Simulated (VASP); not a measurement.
Set up this calculation in VASP 6.6.1, as the native input.

- Task: single point
- Functional: LDA
- Potentials or basis: VASP PAW LDA potentials, release 64 (C)
- Cutoff: 520 eV
- k mesh: 12 × 12 × 4
- Occupations: gaussian, width 0.05 eV
- Spin: no spin polarisation
- Dipole correction: no
- Further INCAR settings: ALGO = Normal; EDIFF = 1e-07; NBANDS = 26

The structure of C lies in POSCAR:

```
C
1.0
    2.5767618147      0.0000000000      0.0000000000
   -1.2883809073      2.2315411910      0.0000000000
    0.0000000000      0.0000000000      7.6392674604
C
8
Direct
    0.0000000000      0.0000000000      0.0958582779
    0.0000000000      0.0000000000      0.5958582779
    0.0000000000      0.0000000000      0.4041417221
    0.0000000000      0.0000000000      0.9041417221
    0.3333333333      0.6666666667      0.1532727096
    0.6666666667      0.3333333333      0.6532727096
    0.3333333333      0.6666666667      0.3467272904
    0.6666666667      0.3333333333      0.8467272904
```

This cell differs from its parent crystal: mode 21 frozen in at +0.024 Å, strain +e along z and -e/2 along x and y -0.0700.

The input as run:

INCAR

```
SYSTEM = C
  ALGO = Normal
  EDIFF = 1E-7
  ENCUT = 520
  GGA = CA
  ISIF = 2
  ISMEAR = 0
  LASPH = .True.
  LCHARG = .False.
  LREAL = .False.
  LWAVE = .False.
  NBANDS = 26
  NELM = 60
  PREC = Accurate
  SIGMA = 0.05
```

KPOINTS

```
k-points
0
Gamma
  12 12 4
  0 0 0
```

Potentials or basis: VASP PAW LDA potentials, release 64 (C).

Launch:

```console
$ cat potpaw_LDA.64/C/POTCAR > POTCAR
$ mpirun -np 1 vasp_std > vasp.out
```

It gave:

The pressure is 8.3 GPa and the largest force is 1.266 eV/Å. The band gap on the k mesh is 2.94 eV, indirect (least direct gap 4.31 eV).

Caveat: the cell differs from its parent crystal (mode 21 frozen in at +0.024 Å, strain +e along z and -e/2 along x and y -0.0700); forces of over 1 eV/Å act on the atoms, so gaps and moduli don't describe the material at rest.

Run time: 32 s on 1 thread of AMD EPYC 9R45 96-Core Processor (Zen 5), with other jobs on the host, peak memory 0.13 GiB.
